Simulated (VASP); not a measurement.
# SiO2 (P6_422) in VASP: a series of runs, part 2 of 2

VASP 6.6.1. Earlier steps stand in the parts before.

### 3 Single point, LDA (strain +0.015 along x and y, -0.015 along z)

File INCAR:

```
SYSTEM = SiO2
  PREC = Accurate
  ENCUT = 520
  EDIFF = 1E-6
  ISMEAR = 0
  SIGMA = 0.05
  LREAL = .FALSE.
  LASPH = .TRUE.
  NELM = 80
  ALGO = Normal
  ISIF = 2
  LWAVE = .FALSE.
  LCHARG = .FALSE.
  GGA = CA
  NBANDS = 34
```

File KPOINTS:

```
regular mesh
0
G
  6 6 4
  0 0 0
```

File POSCAR:

```
SiO2
1.0
    5.1142788662      0.0000000000      0.0000000000
   -2.5571394331      4.4290954201      0.0000000000
    0.0000000000      0.0000000000      5.4419821688
Si O
3 6
Direct
    0.0000000000      0.5000000000      0.3333333333
    0.5000000000      0.5000000000      0.6666666667
    0.5000000000      0.0000000000      0.0000000000
    0.5843949021      0.7921974511      0.8333333333
    0.7921974511      0.5843949021      0.5000000000
    0.7921974511      0.2078025489      0.1666666667
    0.4156050979      0.2078025489      0.8333333333
    0.2078025489      0.4156050979      0.5000000000
    0.2078025489      0.7921974511      0.1666666667
```

Potentials or basis: VASP PAW LDA potentials, release 64 (Si, O).

Launch:

```
$ cat potpaw_LDA.64/Si/POTCAR potpaw_LDA.64/O/POTCAR > POTCAR
$ mpirun -np 1 vasp_std > vasp.out
```

OUTCAR:

```text
SYSTEM = SiO2
   PREC = Accurate
   ENCUT = 520
   EDIFF = 1E-6
   ISMEAR = 0
   LREAL = .FALSE.
   LASPH = .TRUE.
   NELM = 80
   ISIF = 2
   GGA = CA

 ion  position               nearest neighbor table
   1  0.000  0.500  0.333-   6 1.61   9 1.61   8 1.61   5 1.61   3 3.14   3 3.14   2 3.14   2 3.14

   2  0.500  0.500  0.667-   4 1.61   7 1.61   5 1.61   8 1.61   3 3.14   3 3.14   1 3.14   1 3.14

   3  0.500  0.000  0.000-   4 1.61   7 1.61   6 1.61   9 1.61   1 3.14   2 3.14   2 3.14   1 3.14

   4  0.584  0.792  0.833-   3 1.61   2 1.61
   5  0.792  0.584  0.500-   1 1.61   2 1.61
   6  0.792  0.208  0.167-   1 1.61   3 1.61
   7  0.416  0.208  0.833-   3 1.61   2 1.61
   8  0.208  0.416  0.500-   1 1.61   2 1.61
   9  0.208  0.792  0.167-   1 1.61   3 1.61

  LATTYP: Found a hexagonal cell.
 ALAT       =     5.1142788662
 C/A-ratio  =     1.0640761506

  Lattice vectors:

 A1 = (   5.1142788662,   0.0000000000,   0.0000000000)
 A2 = (  -2.5571394331,   4.4290954201,   0.0000000000)
 A3 = (   0.0000000000,   0.0000000000,   5.4419821688)

Analysis of symmetry for initial positions (statically):
=====================================================================
 Subroutine PRICEL returns:
 Original cell was already a primitive cell.

 Routine SETGRP: Setting up the symmetry group for a
 hexagonal supercell.

 Subroutine GETGRP returns: Found 12 space group operations
 (whereof  4 operations were pure point group operations)
 out of a pool of 24 trial point group operations.

The static configuration has the point symmetry D_2 .
 The point group associated with its full space group is D_6 .

Analysis of symmetry for dynamics (positions and initial velocities):
=====================================================================
 Subroutine PRICEL returns:
 Original cell was already a primitive cell.

 Routine SETGRP: Setting up the symmetry group for a
 hexagonal supercell.

 Subroutine GETGRP returns: Found 12 space group operations
 (whereof  4 operations were pure point group operations)
 out of a pool of 24 trial point group operations.

The dynamic configuration has the point symmetry D_2 .
 The point group associated with its full space group is D_6 .

 Subroutine INISYM returns: Found 12 space group operations
 (whereof  4 operations are pure point group operations),
 and found     1 'primitive' translations

----------------------------------------------------------------------------------------

                                     Primitive cell

  volume of cell :     123.2698

  direct lattice vectors                    reciprocal lattice vectors
     5.114278866  0.000000000  0.000000000     0.195530988  0.112889869  0.000000000
    -2.557139433  4.429095420  0.000000000     0.000000000  0.225779737  0.000000000
     0.000000000  0.000000000  5.441982169     0.000000000  0.000000000  0.183756574

  length of vectors
     5.114278866  5.114278866  5.441982169     0.225779737  0.225779737  0.183756574

  position of ions in fractional coordinates (direct lattice)
     0.000000000  0.500000000  0.333333333
     0.500000000  0.500000000  0.666666667
     0.500000000  0.000000000  0.000000000
     0.584394902  0.792197451  0.833333333
[... 51 lines left out ...]
  0.333333  0.166667  0.000000     12.000000
[... 13 lines left out ...]
  0.333333  0.166667  0.500000     12.000000
  0.333333  0.333333  0.500000      2.000000
   k-points           NKPTS =     21   k-points in BZ     NKDIM =     21   number of bands    NBANDS=     34
   number of dos      NEDOS =    301   number of ions     NIONS =      9
   total plane-waves  NPLWV =  64000
   dimension x,y,z NGX =    40 NGY =   40 NGZ =   40
   dimension x,y,z NGXF=    80 NGYF=   80 NGZF=   80
   ions per type =               3   6
   NGX,Y,Z   is equivalent  to a cutoff of  13.00, 13.00, 12.22 a.u.
   NGXF,Y,Z  is equivalent  to a cutoff of  26.00, 26.00, 24.44 a.u.
 SYSTEM =  SiO2
   PREC   = accura    normal or accurate (medium, high low for compatibility)
   ISTART =      0    job   : 0-new  1-cont  2-samecut
   ICHARG =      2    charge: 1-file 2-atom 10-const
   ISPIN  =      1    spin polarized calculation?
   LNONCOLLINEAR =      F non collinear calculations
   LSORBIT =      F    spin-orbit coupling
   LASPH  =      T    aspherical Exc in radial PAW
   ENCUT  =  520.0 eV  38.22 Ry    6.18 a.u.   9.51  9.51 10.12*2*pi/ulx,y,z
   NELM   =     80;   NELMIN=  2; NELMDL= -5     # of ELM steps
   EDIFF  = 0.1E-05   stopping-criterion for ELM
   LREAL  =      F    real-space projection
   EDIFFG = 0.1E-04   stopping-criterion for IOM
   NSW    =      0    number of steps for IOM
   IBRION =     -1    ionic relax: 0-MD 1-quasi-New 2-CG
   NFREE  =      0    steps in history (QN), initial steepest desc. (CG)
   ISIF   =      2    stress and relaxation
   ISYM   =      2    0-nonsym 1-usesym 2-fastsym
   POTIM  = 0.5000    time-step for ionic-motion
   TEBEG  =    0.0;   TEEND  =   0.0 temperature during run
   PSTRESS=    0.0 pullay stress
   NELECT =      48.0000    total number of electrons
   NUPDOWN=      -1.0000    fix difference up-down
   EMIN   =  10.00;   EMAX   =-10.00  energy-range for DOS
   EFERMI =   0.00;   METHOD = LEGACY
   ISMEAR =     0;   SIGMA  =   0.05  broadening in eV -4-tet -1-fermi 0-gaus
   EFERMI_NEDOS =   21; number of points for ismear=-14 and -15
   IALGO  =     38    algorithm
   IMIX   =      4    mixing-type and parameters
     AMIX     =   0.40;   BMIX     =  1.00
     AMIX_MAG =   1.60;   BMIX_MAG =  1.00
  volume/ion in A,a.u.               =      13.70        92.43
  Fermi-wavevector in a.u.,A,eV,Ry     =   1.195464  2.259099 19.444541  1.429133
  Thomas-Fermi vector in A             =   2.331428
   LORBIT       =      0    0 simple, 1 ext, 2 COOP (PROOUT), +10 PAW based schemes
   GGA     = CA    functional components
   LHFCALC =     F    Hartree Fock is set to
   AEXX    =    0.0000 exact exchange contribution
   IVDW    =     0    specifies the selected vdW correction
   LEPSILON=     F    determine dielectric tensor
   LRPA    =     F    only Hartree local field effects (RPA)
 non-spin polarized calculation
 Gauss-broadening in eV      SIGMA  =   0.05
  energy-cutoff  :      520.00
  volume of cell :      123.27
 maximum number of plane-waves:      3357
 NGX is ok and might be reduce to    40
   NGX = 19   NGY = 19   NGZ = 21

 number of electron      47.9999997 magnetization

 Free energy of the ion-electron system (eV)
  ---------------------------------------------------
  ext. energy  EPLUGINS =         0.00000000
  ---------------------------------------------------
  free energy    TOTEN  =       -77.78713157 eV

  energy without entropy =      -77.78713157  energy(sigma->0) =      -77.78713157

 E-fermi :   0.4672     XC(G=0):  -9.3029

 val. band max:        0.2493795160   @ k =   0.5000   0.0000   0.0000
 cond. band min:       5.6629705343   @ k =   0.0000   0.0000   0.0000
 fundamental gap:      5.4135910184
 Fermi energy:         0.4672423887

 k-point     1 :       0.0000    0.0000    0.0000
  band No.  band energies     occupation
      1     -18.9073      2.00000
      2     -17.3734      2.00000
      3     -17.3734      2.00000
      4     -16.8103      2.00000
      5     -16.7681      2.00000
      6     -16.7681      2.00000
[... 766 lines left out ...]
     33      11.3431      0.00000
     34      11.3758      0.00000

------------------------ aborting loop because EDIFF is reached ----------------------------------------

  FORCE on cell =-STRESS in cart. coord.  units (eV):
  Direction    XX          YY          ZZ          XY          YZ          ZX
  --------------------------------------------------------------------------------------
  -------------------------------------------------------------------------------------
  Total       -2.2039581     -2.2039581     -0.5958039     -0.0000000     -0.0000000      0.0000000
  in kB      -28.6455630    -28.6455630     -7.7438579     -0.0000000     -0.0000000      0.0000000
  external PRESSURE =     -21.6783280 kB  Pullay stress =       0.0000000 kB

 VOLUME and BASIS-vectors are now :
 -----------------------------------------------------------------------------
  energy-cutoff  :      520.00
  volume of cell :      123.27
      direct lattice vectors                 reciprocal lattice vectors
     5.114278866  0.000000000  0.000000000     0.195530988  0.112889869  0.000000000
    -2.557139433  4.429095420  0.000000000     0.000000000  0.225779737  0.000000000
     0.000000000  0.000000000  5.441982169     0.000000000  0.000000000  0.183756574

 POSITION                                       TOTAL-FORCE (eV/Angst)
 -----------------------------------------------------------------------------------
     -1.27857      2.21455      1.81399        -0.000000     -0.000000      0.000000
      1.27857      2.21455      3.62799        -0.000000     -0.000000      0.000000
      2.55714      0.00000      0.00000        -0.000000     -0.000000      0.000000
      0.96300      3.50872      4.53499        -0.123897     -0.071532     -0.000000
      2.55714      2.58834      2.72099        -0.000000     -0.143064      0.000000
      3.52014      0.92038      0.90700        -0.123897      0.071532     -0.000000
      1.59414      0.92038      4.53499         0.123897      0.071532      0.000000
     -0.00000      1.84075      2.72099        -0.000000      0.143064      0.000000
     -0.96300      3.50872      0.90700         0.123897     -0.071532     -0.000000
 -----------------------------------------------------------------------------------
    total drift:                                0.000000     -0.000000     -0.000001

  FREE ENERGIE OF THE ION-ELECTRON SYSTEM (eV)
  ---------------------------------------------------
  free  energy   TOTEN  =       -77.7871315699 eV

  energy  without entropy=      -77.7871315699  energy(sigma->0) =      -77.78713157
```

Wall time 38 s (1 thread of Intel Xeon 6975P-C (Granite Rapids), shared host); peak memory 0.22 GiB.

What came out:

| Property | Result |
| --- | --- |
| Free energy | -77.7871 eV |
| Pressure | -2.2 GPa |
| Largest force | 0.143 eV/Å |
| Band gap on the k mesh | 5.41 eV (least direct gap 5.68 eV) |

Forces on the atoms (eV/Å):
```
Si   0.000  0.000  0.000
Si   0.000  0.000  0.000
Si   0.000  0.000  0.000
O   -0.124 -0.072  0.000
O    0.000 -0.143  0.000
O   -0.124  0.072  0.000
O    0.124  0.072  0.000
O    0.000  0.143  0.000
O    0.124 -0.072  0.000
```

Stress tensor (GPa, compression positive):
```
-2.86  0.00  0.00
 0.00 -2.86  0.00
 0.00  0.00 -0.77
```

Caveat: the cell differs from its parent crystal (strain +0.015 along x and y, -0.015 along z).

### 4 Single point, LDA (strain +0.000 along x and y, +0.030 along z)

File INCAR:

```
  PREC = Accurate
  ENCUT = 520
  EDIFF = 1E-6
  ISMEAR = 0
  SIGMA = 0.05
  LREAL = False
  LASPH = True
  NELM = 80
  ALGO = Normal
  ISIF = 2
  LWAVE = False
  LCHARG = False
  GGA = CA
  NBANDS = 34
```

File KPOINTS:

```
regular mesh
0
Gamma
  6 6 4
```

POSCAR, as its differences from that of step 3:

```diff
@@ -2,5 +2,5 @@
 1.0
-    5.1142788662      0.0000000000      0.0000000000
-   -2.5571394331      4.4290954201      0.0000000000
-    0.0000000000      0.0000000000      5.4419821688
+    5.0386983903      0.0000000000      0.0000000000
+   -2.5193491952      4.3636408080      0.0000000000
+    0.0000000000      0.0000000000      5.6906006435
 Si O
```

Launch:

```
$ cat potpaw_LDA.64/Si/POTCAR potpaw_LDA.64/O/POTCAR > POTCAR
$ mpirun -np 1 vasp_std > vasp.out
```

Wall time 38 s (1 thread of Intel Xeon 6975P-C (Granite Rapids), shared host); peak memory 0.22 GiB.

The run converged. Its results:

```
Free energy            : -77.7495 eV
Pressure               : -4.8 GPa
Largest force          : 0.186 eV/Å
Band gap on the k mesh : 5.29 eV (least direct gap 5.43 eV)
```

Forces on the atoms (eV/Å):
```
Si   0.000  0.000  0.000
Si   0.000  0.000  0.000
Si   0.000  0.000  0.000
O   -0.161 -0.093  0.000
O    0.000 -0.186  0.000
O   -0.161  0.093  0.000
O    0.161  0.093  0.000
O    0.000  0.186  0.000
O    0.161 -0.093  0.000
```

Stress tensor (GPa, compression positive):
```
-4.07  0.00  0.00
 0.00 -4.07  0.00
 0.00  0.00 -6.33
```

Levels at points of the mesh, in eV from the valence-band top:
| k point | band 21 | band 22 | band 23 | band 24 | band 25 | band 26 | band 27 | band 28 |
| --- | --- | --- | --- | --- | --- | --- | --- | --- |
| (0.00, 0.00, 0.00) | -1.05 | -0.48 | -0.48 | -0.14 | 5.29 | 8.53 | 8.53 | 8.82 |
| (0.50, 0.00, 0.00) | -1.17 | -1.04 | -0.40 | -0.03 | 7.35 | 8.18 | 9.18 | 9.26 |
| (0.00, 0.00, 0.50) | -1.11 | -0.37 | 0.00 | 0.00 | 7.08 | 7.08 | 7.99 | 9.27 |
| (0.50, 0.00, 0.50) | -0.94 | -0.78 | -0.76 | -0.32 | 8.18 | 8.60 | 8.74 | 8.91 |

Caveat: the cell differs from its parent crystal (strain +0.000 along x and y, +0.030 along z); the cell stands under tension. A k mesh can miss the band edges.

### 5 The runs side by side

| cell | gap on the mesh (eV) | pressure (GPa) | largest force (eV/Å) |
| --- | --- | --- | --- |
| a = 5.039, b = 5.039, c = 5.608 Å, angles 90.0, 90.0, 120.0°, 9 atoms | 5.40 | -2.2 | 0.09 |
| a = 5.114, b = 5.114, c = 5.442 Å, angles 90.0, 90.0, 120.0°, 9 atoms | 5.41 | -2.2 | 0.14 |
| a = 5.039, b = 5.039, c = 5.691 Å, angles 90.0, 90.0, 120.0°, 9 atoms | 5.29 | -4.8 | 0.19 |

Alike in all rows: task single point; level LDA; potentials or basis VASP PAW LDA potentials, release 64 (Si, O); no spin polarisation; k mesh 6 × 6 × 4; cutoff (eV) 520; smearing gaussian 0.05 eV.

Caveats: the cell stands under tension (at least some runs).

Absolute energies hang on the potentials; compare differences alone.
